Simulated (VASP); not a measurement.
# WS2 in VASP: further runs

The runs below take WS2 through single point, with BLYP, LDA, PBEsol.

Program: VASP 6.6.1. These are calculated values, not measurements. Logs are shortened: lines on timing, memory, paths and dates and some standing lists are left out, and cuts for length are marked.

## Step 1: The cell of the first run

The cell holds a slab with vacuum, 3 atoms: a = 3.184 Å, b = 3.184 Å, c = 16.951 Å, α = 90.00°, β = 90.00°, γ = 120.00°.

## Step 2: Single point, BLYP

File INCAR:

```
  AGGAC = 1.0
  AGGAX = 1.0
  ALDAC = 0.0
  ALDAX = 1.0
  ALGO = Normal
  EDIFF = 1E-6
  ENCUT = 520
  GGA = B5
  ISIF = 2
  ISMEAR = -1
  LASPH = True
  LCHARG = False
  LREAL = False
  LWAVE = False
  NBANDS = 20
  NELM = 80
  PREC = Accurate
  SIGMA = 0.1
```

File KPOINTS:

```
k-points
0
Gamma
  7 7 1
```

File POSCAR:

```
WS2
1.0
    3.1835160000      0.0000000000      0.0000000000
   -1.5917580000      2.7570060000      0.0000000000
    0.0000000000      0.0000000000     16.9505780000
W S
1 2
Direct
    0.3333333333      0.6666666667      0.0000000000
    0.6666666667      0.3333333333      0.9079990000
    0.6666666667      0.3333333333      0.0920010000
```

Potentials or basis: VASP PAW PBE potentials, release 64 (W_sv, S).

Started as:

```
$ cat potpaw_PBE.64/W_sv/POTCAR potpaw_PBE.64/S/POTCAR > POTCAR
$ mpirun -np 1 vasp_std > vasp.out
```

OUTCAR:

```text
EDIFF = 1E-6
   ENCUT = 520
   GGA = B5
   ISIF = 2
   ISMEAR = -1
   LASPH = True
   LREAL = False
   NELM = 80
   PREC = Accurate

 ion  position               nearest neighbor table
   1  0.333  0.667  0.000-   2 2.41   3 2.41   2 2.41   3 2.41   2 2.41   3 2.41
   2  0.667  0.333  0.908-   1 2.41   1 2.41   1 2.41
   3  0.667  0.333  0.092-   1 2.41   1 2.41   1 2.41

  LATTYP: Found a hexagonal cell.
 ALAT       =     3.1835160000
 C/A-ratio  =     5.3244833700

  Lattice vectors:

 A1 = (   3.1835160000,   0.0000000000,   0.0000000000)
 A2 = (  -1.5917580000,   2.7570060000,   0.0000000000)
 A3 = (   0.0000000000,   0.0000000000,  16.9505780000)

Analysis of symmetry for initial positions (statically):
=====================================================================
 Subroutine PRICEL returns:
 Original cell was already a primitive cell.

 Routine SETGRP: Setting up the symmetry group for a
 hexagonal supercell.

 Subroutine GETGRP returns: Found 12 space group operations
 (whereof 12 operations were pure point group operations)
 out of a pool of 24 trial point group operations.

The static configuration has the point symmetry D_3h.

Analysis of symmetry for dynamics (positions and initial velocities):
=====================================================================
 Subroutine PRICEL returns:
 Original cell was already a primitive cell.

 Routine SETGRP: Setting up the symmetry group for a
 hexagonal supercell.

 Subroutine GETGRP returns: Found 12 space group operations
 (whereof 12 operations were pure point group operations)
 out of a pool of 24 trial point group operations.

The dynamic configuration has the point symmetry D_3h.

 Subroutine INISYM returns: Found 12 space group operations
 (whereof 12 operations are pure point group operations),
 and found     1 'primitive' translations

----------------------------------------------------------------------------------------

                                     Primitive cell

  volume of cell :     148.7748

  direct lattice vectors                    reciprocal lattice vectors
     3.183516000  0.000000000  0.000000000     0.314118101  0.181356152  0.000000000
    -1.591758000  2.757006000  0.000000000     0.000000000  0.362712305  0.000000000
     0.000000000  0.000000000 16.950578000     0.000000000  0.000000000  0.058995038

  length of vectors
     3.183516000  3.183516234 16.950578000     0.362712331  0.362712305  0.058995038

  position of ions in fractional coordinates (direct lattice)
     0.333333333  0.666666667  0.000000000
     0.666666667  0.333333333  0.907999000
     0.666666667  0.333333333  0.092001000

  ion indices of the primitive-cell ions
   primitive index   ion index
                 1           1
                 2           2
                 3           3

----------------------------------------------------------------------------------------

 KPOINTS: k-points

Automatic generation of k-mesh.
 Grid dimensions read from file:
 generate k-points for:    7    7    1

 Generating k-lattice:

  Cartesian coordinates                     Fractional coordinates (reciprocal lattice)
     0.044874014  0.025908022  0.000000000     0.142857143  0.000000000  0.000000000
     0.000000000  0.051816044  0.000000000     0.000000000  0.142857143  0.000000000
     0.000000000  0.000000000  0.058995038     0.000000000  0.000000000  1.000000000

  Length of vectors
     0.051816047  0.051816044  0.058995038

  Shift w.r.t. Gamma in fractional coordinates (k-lattice)
     0.000000000  0.000000000  0.000000000

 Subroutine IBZKPT returns following result:
 ===========================================

 Found      8 irreducible k-points:

 Following reciprocal coordinates:
            Coordinates               Weight
  0.000000  0.000000  0.000000      1.000000
  0.142857  0.000000  0.000000      6.000000
  0.285714 -0.000000  0.000000      6.000000
  0.428571 -0.000000  0.000000      6.000000
  0.142857  0.142857  0.000000      6.000000
  0.285714  0.142857  0.000000     12.000000
  0.428571  0.142857  0.000000      6.000000
  0.285714  0.285714  0.000000      6.000000
   k-points           NKPTS =      8   k-points in BZ     NKDIM =      8   number of bands    NBANDS=     20
   number of dos      NEDOS =    301   number of ions     NIONS =      3
   total plane-waves  NPLWV =  72576
   dimension x,y,z NGX =    24 NGY =   24 NGZ =  126
   dimension x,y,z NGXF=    48 NGYF=   48 NGZF=  252
   ions per type =               1   2
   NGX,Y,Z   is equivalent  to a cutoff of  12.53, 12.53, 12.36 a.u.
   NGXF,Y,Z  is equivalent  to a cutoff of  25.07, 25.07, 24.72 a.u.
 SYSTEM =  unknown system
   PREC   = accura    normal or accurate (medium, high low for compatibility)
   ISTART =      0    job   : 0-new  1-cont  2-samecut
   ICHARG =      2    charge: 1-file 2-atom 10-const
   ISPIN  =      1    spin polarized calculation?
   LNONCOLLINEAR =      F non collinear calculations
   LSORBIT =      F    spin-orbit coupling
   LASPH  =      T    aspherical Exc in radial PAW
   ENCUT  =  520.0 eV  38.22 Ry    6.18 a.u.   5.92  5.92 31.52*2*pi/ulx,y,z
   NELM   =     80;   NELMIN=  2; NELMDL= -5     # of ELM steps
   EDIFF  = 0.1E-05   stopping-criterion for ELM
   LREAL  =      F    real-space projection
   EDIFFG = 0.1E-04   stopping-criterion for IOM
   NSW    =      0    number of steps for IOM
   IBRION =     -1    ionic relax: 0-MD 1-quasi-New 2-CG
   NFREE  =      0    steps in history (QN), initial steepest desc. (CG)
   ISIF   =      2    stress and relaxation
   ISYM   =      2    0-nonsym 1-usesym 2-fastsym
   POTIM  = 0.5000    time-step for ionic-motion
   TEBEG  =    0.0;   TEEND  =   0.0 temperature during run
   PSTRESS=    0.0 pullay stress
   NELECT =      26.0000    total number of electrons
   NUPDOWN=      -1.0000    fix difference up-down
   EMIN   =  10.00;   EMAX   =-10.00  energy-range for DOS
   EFERMI =   0.00;   METHOD = LEGACY
   ISMEAR =    -1;   SIGMA  =   0.10  broadening in eV -4-tet -1-fermi 0-gaus
   EFERMI_NEDOS =   21; number of points for ismear=-14 and -15
   IALGO  =     38    algorithm
   IMIX   =      4    mixing-type and parameters
     AMIX     =   0.40;   BMIX     =  1.00
     AMIX_MAG =   1.60;   BMIX_MAG =  1.00
  volume/ion in A,a.u.               =      49.59       334.66
  Fermi-wavevector in a.u.,A,eV,Ry     =   0.915285  1.729637 11.398227  0.837746
  Thomas-Fermi vector in A             =   2.040009
   LORBIT       =      0    0 simple, 1 ext, 2 COOP (PROOUT), +10 PAW based schemes
   GGA     = B5    functional components
   LHFCALC =     F    Hartree Fock is set to
   AEXX    =    0.0000 exact exchange contribution
   IVDW    =     0    specifies the selected vdW correction
   LEPSILON=     F    determine dielectric tensor
   LRPA    =     F    only Hartree local field effects (RPA)
 non-spin polarized calculation
  energy-cutoff  :      520.00
  volume of cell :      148.77
 maximum number of plane-waves:      4032
 NGX is ok and might be reduce to    24
   NGX = 11   NGY = 11   NGZ = 63

 number of electron      25.9999999 magnetization

 Free energy of the ion-electron system (eV)
  ---------------------------------------------------
  ext. energy  EPLUGINS =         0.00000000
  ---------------------------------------------------
  free energy    TOTEN  =       -20.92398344 eV

  energy without entropy =      -20.92397031  energy(sigma->0) =      -20.92397687

 E-fermi :   0.0233     XC(G=0):  -4.2696

 val. band max:       -0.9474765507   @ k =   0.0000   0.0000   0.0000
 cond. band min:       1.1626807213   @ k =   0.1429   0.1429   0.0000
 fundamental gap:      2.1101572720
 Fermi energy:         0.0233034759

 k-point     1 :       0.0000    0.0000    0.0000
  band No.  band energies     occupation
      1     -74.5472      2.00000
      2     -39.0418      2.00000
      3     -38.9039      2.00000
      4     -38.9039      2.00000
      5     -15.6248      2.00000
      6     -14.0004      2.00000
[... 12 lines left out ...]
     19       4.5140      0.00000
     20       4.6950      0.00000

 k-point     2 :       0.1429    0.0000    0.0000
  band No.  band energies     occupation
      1     -74.5439      2.00000
      2     -39.0301      2.00000
      3     -38.9683      2.00000
      4     -38.9189      2.00000
      5     -15.3027      2.00000
      6     -13.8892      2.00000
[... 12 lines left out ...]
     19       4.9088      0.00000
     20       5.6366      0.00000

 k-point     3 :       0.2857   -0.0000    0.0000
  band No.  band energies     occupation
      1     -74.5367      2.00000
      2     -39.1105      2.00000
      3     -39.0038      2.00000
      4     -38.9525      2.00000
      5     -14.4911      2.00000
      6     -13.6144      2.00000
[... 12 lines left out ...]
     19       5.9424      0.00000
     20       6.4764      0.00000

 k-point     4 :       0.4286   -0.0000    0.0000
  band No.  band energies     occupation
      1     -74.5308      2.00000
      2     -39.2220      2.00000
      3     -38.9826      2.00000
      4     -38.9793      2.00000
      5     -13.6959      2.00000
      6     -13.3613      2.00000
[... 12 lines left out ...]
     19       6.7697      0.00000
     20       6.7931      0.00000

 k-point     5 :       0.1429    0.1429    0.0000
  band No.  band energies     occupation
      1     -74.5387      2.00000
      2     -39.0624      2.00000
      3     -39.0111      2.00000
      4     -38.9524      2.00000
      5     -14.7321      2.00000
      6     -13.6931      2.00000
[... 12 lines left out ...]
     19       5.6500      0.00000
     20       6.5519      0.00000

 k-point     6 :       0.2857    0.1429    0.0000
  band No.  band energies     occupation
      1     -74.5321      2.00000
      2     -39.1709      2.00000
      3     -39.0007      2.00000
      4     -38.9873      2.00000
      5     -13.8979      2.00000
      6     -13.4107      2.00000
[... 12 lines left out ...]
     19       6.7049      0.00000
     20       6.8722      0.00000

 k-point     7 :       0.4286    0.1429    0.0000
  band No.  band energies     occupation
      1     -74.5292      2.00000
      2     -39.2179      2.00000
      3     -39.0228      2.00000
      4     -38.9767      2.00000
      5     -13.4566      2.00000
      6     -13.2666      2.00000
[... 12 lines left out ...]
     19       7.7167      0.00000
     20       8.0730      0.00000

 k-point     8 :       0.2857    0.2857    0.0000
  band No.  band energies     occupation
      1     -74.5285      2.00000
      2     -39.1752      2.00000
      3     -39.0839      2.00000
      4     -38.9741      2.00000
      5     -13.3594      2.00000
      6     -13.2104      2.00000
[... 12 lines left out ...]
     19       6.7753      0.00000
     20       8.0999      0.00000

------------------------ aborting loop because EDIFF is reached ----------------------------------------

  FORCE on cell =-STRESS in cart. coord.  units (eV):
  Direction    XX          YY          ZZ          XY          YZ          ZX
  --------------------------------------------------------------------------------------
  -------------------------------------------------------------------------------------
  Total        3.2640489      3.2640495      2.4321723      0.0000000      0.0000000     -0.0000000
  in kB       35.1510235     35.1510304     26.1924216      0.0000000      0.0000000     -0.0000000
  external PRESSURE =      32.1648252 kB  Pullay stress =       0.0000000 kB

 VOLUME and BASIS-vectors are now :
 -----------------------------------------------------------------------------
  energy-cutoff  :      520.00
  volume of cell :      148.77
      direct lattice vectors                 reciprocal lattice vectors
     3.183516000  0.000000000  0.000000000     0.314118101  0.181356152  0.000000000
    -1.591758000  2.757006000  0.000000000     0.000000000  0.362712305  0.000000000
     0.000000000  0.000000000 16.950578000     0.000000000  0.000000000  0.058995038

 POSITION                                       TOTAL-FORCE (eV/Angst)
 -----------------------------------------------------------------------------------
     -0.00000      1.83800      0.00000        -0.000000      0.000000      0.000000
      1.59176      0.91900     15.39111        -0.000000     -0.000000     -0.792414
      1.59176      0.91900      1.55947         0.000000      0.000000      0.792414
 -----------------------------------------------------------------------------------
    total drift:                               -0.000000      0.000003      0.000000

  FREE ENERGIE OF THE ION-ELECTRON SYSTEM (eV)
  ---------------------------------------------------
  free  energy   TOTEN  =       -20.9239834355 eV

  energy  without entropy=      -20.9239703085  energy(sigma->0) =      -20.92397687
```

Run time: 34 s. Hardware: 1 thread of Intel Xeon 6975P-C (Granite Rapids), shared host; peak memory 0.24 GiB.

Results:

| Property | Result |
| --- | --- |
| Free energy | -20.9240 eV |
| Largest force | 0.792 eV/Å |
| Band gap on the k mesh | 2.11 eV, indirect (least direct gap 2.43 eV) |

Forces in eV/Å, atoms in the order of the input:
```
W    0.000  0.000  0.000
S    0.000  0.000 -0.792
S    0.000  0.000  0.792
```

Caveat: the PAW data sets were made with another functional, which shifts forces and pressure a little; spin-orbit coupling is left out, which moves the levels of the heavy elements.

## Step 3: Single point, LDA

File INCAR:

```
SYSTEM = WS2
PREC = Accurate
ENCUT = 520
EDIFF = 1E-6
ISMEAR = -1
SIGMA = 0.1
LREAL = .False.
LASPH = .True.
NELM = 60
ALGO = Normal
ISIF = 2
LWAVE = .False.
LCHARG = .False.
NBANDS = 20
```

File KPOINTS:

```
regular mesh
0
Gamma
  7 7 1
  0 0 0
```

POSCAR is that of step 2.

Potentials or basis: VASP PAW LDA potentials, release 64 (W_sv, S).

Started as:

```
$ cat potpaw_LDA.64/W_sv/POTCAR potpaw_LDA.64/S/POTCAR > POTCAR
$ mpirun -np 1 vasp_std > vasp.out
```

It took 14 s on 1 thread of Intel Xeon 6975P-C (Granite Rapids), shared host; peak memory 0.21 GiB.

It converged, with:

| Property | Result |
| --- | --- |
| Free energy | -26.1173 eV |
| Largest force | 0.359 eV/Å |
| Band gap on the k mesh | 2.10 eV, indirect (least direct gap 2.44 eV) |

Forces on the atoms (eV/Å):
```
W    0.000  0.000  0.000
S    0.000  0.000  0.359
S    0.000  0.000 -0.359
```

Levels at points of the mesh, in eV from the valence-band top:
```csv
k point,band 10,band 11,band 12,band 13,band 14,band 15,band 16,band 17
"(0.00, 0.00, 0.00)",-2.04,-1.63,-1.63,0.00,2.90,2.90,3.10,3.10
```

Caveat: spin-orbit coupling is left out, which moves the levels of the heavy elements.

## Step 4: Single point, PBEsol

File INCAR:

```
ALGO     = Normal         # electronic algorithm
EDIFF    = 1E-6           # SCF threshold, eV
ENCUT    = 520            # plane-wave cutoff, eV
GGA      = PS             # functional
ISIF     = 2              # what is computed and relaxed
ISMEAR   = -1             # smearing method
LASPH    = True           # aspherical terms in the spheres
LCHARG   = False          # write CHGCAR
LREAL    = False          # projectors in reciprocal space
LWAVE    = False          # write WAVECAR
NBANDS   = 20             # bands
NELM     = 80             # most SCF steps
PREC     = Accurate       # precision mode
SIGMA    = 0.1            # smearing width, eV
```

File KPOINTS:

```
k-points
0
Gamma
  7 7 1
```

POSCAR is that of step 3.

Potentials or basis: VASP PAW PBE potentials, release 64 (W_sv, S).

Started as:

```
$ cat potpaw_PBE.64/W_sv/POTCAR potpaw_PBE.64/S/POTCAR > POTCAR
$ mpirun -np 1 vasp_std > vasp.out
```

It took 18 s on 1 thread of Intel Xeon 6975P-C (Granite Rapids), shared host; peak memory 0.24 GiB.

It converged, with:

```
Free energy            : -25.2363 eV
Largest force          : 0.106 eV/Å
Band gap on the k mesh : 2.12 eV, indirect (least direct gap 2.45 eV)
```

Forces on the atoms (eV/Å):
```
W    0.000  0.000  0.000
S    0.000  0.000  0.106
S    0.000  0.000 -0.106
```

Levels at points of the mesh, in eV from the valence-band top:
```
           k point  band 10  band 11  band 12  band 13  band 14  band 15  band 16  band 17
(0.00, 0.00, 0.00)    -2.06    -1.64    -1.64     0.00     2.90     2.90     3.10     3.10
```

Caveat: the PAW data sets were made with another functional, which shifts forces and pressure a little; spin-orbit coupling is left out, which moves the levels of the heavy elements.

## Step 5: The runs side by side

| level | potentials or basis | gap on the mesh (eV) | largest force (eV/Å) |
| --- | --- | --- | --- |
| BLYP | VASP PAW PBE potentials, release 64 (W_sv, S) | 2.11 | 0.79 |
| LDA | VASP PAW LDA potentials, release 64 (W_sv, S) | 2.10 | 0.36 |
| PBEsol | VASP PAW PBE potentials, release 64 (W_sv, S) | 2.12 | 0.11 |

Alike in all rows: task single point; no spin polarisation; cell as given; k mesh 7 × 7 × 1; cutoff (eV) 520; smearing fermi-dirac 0.1 eV.

Caveats: spin-orbit coupling is left out, which moves the levels of the heavy elements; the PAW data sets were made with another functional, which shifts forces and pressure a little (some runs).

Absolute energies hang on the potentials; compare differences alone.
